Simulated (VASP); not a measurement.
Wanted: the native input for a VASP 6.6.1 run.

```yaml
Task: single point
Functional: PBE
Potentials_or_basis: VASP PAW PBE potentials, release 64 (Zn, O)
Cutoff: 520 eV
k_mesh: 12 × 12 × 6
Occupations: gaussian, width 0.05 eV
Spin: no spin polarisation
Dipole_correction: no
Further_INCAR_settings: ALGO = Normal; EDIFF = 1e-07; NBANDS = 26
```

The structure of ZnO lies in POSCAR:

```
ZnO
1.0
    3.2493080000      0.0000000000      0.0000000000
   -1.6246540000      2.8139832727      0.0000000000
    0.0000000000      0.0000000000      5.2057090000
Zn O
2 2
Direct
    0.3333333333      0.6666666667      0.5000000000
    0.6666666667      0.3333333333      0.0000000000
    0.6666666667      0.3333333333      0.3790100000
    0.3333333333      0.6666666667      0.8790100000
```

These files were run (other wordings do the same):

INCAR

```
ALGO = Normal ; EDIFF = 1E-7
ENCUT = 520 ; GGA = PE
ISIF = 2 ; ISMEAR = 0
LASPH = True ; LCHARG = True
LELF = True ; LREAL = False
LVHAR = True ; LWAVE = False
NBANDS = 26 ; NELM = 80
PREC = Accurate ; SIGMA = 0.05
```

KPOINTS

```
k-points
0
Gamma
  12 12 6
```

Potentials or basis: VASP PAW PBE potentials, release 64 (Zn, O).

Run with:

```bash
$ cat potpaw_PBE.64/Zn/POTCAR potpaw_PBE.64/O/POTCAR > POTCAR
$ mpirun -np 1 vasp_std > vasp.out
```

It gave:

```json
{
 "Pressure": "6.0 GPa",
 "Largest force": "0.074 eV/Å",
 "Band gap on the k mesh": "0.79 eV"
}
```

Caveat: the cell stands under pressure.

Run time: 110 s on 1 thread of Intel Xeon 8259CL, on a shared host, peak memory 0.21 GiB.
